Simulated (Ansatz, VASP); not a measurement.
**Co in VASP and in Ansatz**

```xyz
2
Lattice="0.0000 2.4634 2.4634 2.4634 0.0000 2.4634 2.4634 2.4634 0.0000" Properties=species:S:1:pos:R:3 pbc="T T T"
Co    0.6159    0.6159    0.6159
Co    4.3110    4.3110    4.3110
```

Alike in both runs: task relaxation of cell and atoms; functional LDA; k mesh 11 × 11 × 11; occupations fermi-dirac, width 0.1 eV; no spin polarisation.

|  | VASP | Ansatz |
| --- | --- | --- |
| version | VASP 6.6.1 | Ansatz 0.2.0 |
| potentials or method | VASP PAW LDA potentials, release 64 (Co_sv), cutoff 600 eV | plane waves (420 eV) with PAW, scalar-relativistic |
| valence electrons in the cell | 34 | 34 |

Ansatz gave:

```
relaxed volume (Å³/atom)                                     : 13.77
relaxed cell length with the largest relative difference (Å) : 3.390
```

Question: What did VASP give for the same quantities?

Answer: Relaxed volume (Å³/atom): 13.63; relaxed cell length with the largest relative difference (Å): 3.378.

Ansatz warns that its potentials were made for another functional, while VASP's fit it. LDA's correlation is that of Perdew and Zunger in VASP and of Perdew and Wang (1992) in Ansatz.
